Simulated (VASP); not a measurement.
Input of a VASP 6.6.1 run:

File INCAR:

```
SYSTEM = TaN
PREC = Accurate
ENCUT = 520
EDIFF = 1E-8
ISMEAR = -1
SIGMA = 0.15
LREAL = .FALSE.
LASPH = .TRUE.
NELM = 100
ALGO = Normal
ISIF = 2
LWAVE = .FALSE.
LCHARG = .FALSE.
GGA = PE
NBANDS = 15
IBRION = 8
NSW = 1
```

File KPOINTS:

```
Automatic mesh
0
G
  16 16 16
  0 0 0
```

The input POSCAR:

```
TaN
1.0
    0.0000000000      2.1612574337      2.1612574337
    2.1612574337      0.0000000000      2.1612574337
    2.1612574337      2.1612574337      0.0000000000
Ta N
1 1
Direct
    0.5000000000      0.5000000000      0.5000000000
    0.0000000000      0.0000000000      0.0000000000
```

Potentials or basis: VASP PAW PBE potentials, release 64 (Ta_pv, N).

Launch:

```console
$ cat potpaw_PBE.64/Ta_pv/POTCAR potpaw_PBE.64/N/POTCAR > POTCAR
$ mpirun -np 1 vasp_std > vasp.out
```

Question: Estimate the highest phonon frequency at Γ, LO-TO splitting left out.

Answer: 467 cm⁻¹.

Phonon frequencies in cm⁻¹ (negative: imaginary):
```
              q point        frequencies
(0.000, 0.000, 0.000)  0 0 0 467 467 467
```

Caveat: the cell wasn't relaxed at this level first, which shifts response properties.
